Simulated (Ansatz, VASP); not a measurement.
Two plane-wave programs on Nb

```
CELL_PARAMETERS angstrom
-1.65113 1.65113 1.65113
1.65113 -1.65113 1.65113
1.65113 1.65113 -1.65113
ATOMIC_POSITIONS crystal
Nb 0.00000 0.00000 0.00000
```

Alike in both runs: task single point; functional r2SCAN; k mesh 13 × 13 × 13; occupations methfessel-paxton of order 1, width 1 eV; no spin polarisation.

|  | VASP | Ansatz |
| --- | --- | --- |
| version | VASP 6.6.1 | Ansatz 0.2.0 |
| potentials or method | VASP PAW PBE potentials, release 64 (Nb_sv), cutoff 520 eV | plane waves (500 eV) with PAW, scalar-relativistic |
| valence electrons in the cell | 13 | 13 |

```tsv
	VASP	Ansatz	Ansatz less VASP
pressure (GPa)	0.0	0.2	+0.18
```

VASP's potentials were made for PBE, not for r2SCAN.
